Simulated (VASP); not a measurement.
# CsBr: single point with r2SCAN

CsBr:

```
Cs Br
1.0
     4.23120    0.00000    0.00000
     0.00000    4.23120    0.00000
     0.00000    0.00000    4.23120
Cs Br
1 1
Direct
  0.00000 0.00000 0.00000
  0.50000 0.50000 0.50000
```

This cell differs from its parent crystal: volume changed by -6%.

* Program: VASP 6.6.1
* Task: single point
* Functional: r2SCAN
* Potentials or basis: VASP PAW PBE potentials, release 64 (Cs_sv, Br)
* Cutoff: 550 eV
* k mesh: 6 × 6 × 6
* Occupations: gaussian, width 0.01 eV
* Spin: no spin polarisation
* Dipole correction: no
* Further INCAR settings: ALGO = Normal; EDIFF = 1e-06; NBANDS = 15

The pressure is 1.2 GPa and the band gap on the k mesh is 5.35 eV, direct.

Levels at points of the mesh, in eV from the valence-band top:
```
           k point  band 5  band 6  band 7  band 8  band 9  band 10  band 11  band 12
(0.00, 0.00, 0.00)   -6.47    0.00    0.00    0.00    5.35     5.35     5.45     9.93
(0.50, 0.00, 0.00)   -6.34   -1.40   -0.25   -0.25    6.43     8.15     8.74     8.93
(0.50, 0.50, 0.00)   -6.27   -0.60   -0.60   -0.02    5.87     6.15     7.89     7.89
(0.50, 0.50, 0.50)   -6.91   -1.29   -1.29   -1.29    9.19     9.19     9.19    10.10
```

Wall time 33 s on 1 thread of Intel(R) Xeon(R) 6975P-C (Granite Rapids), with other jobs on the host, peak memory 0.19 GiB.

Caveat: the PAW data sets were made with another functional, which shifts forces and pressure a little; spin-orbit coupling is left out, which moves the levels of the heavy elements. A k mesh can miss the band edges.
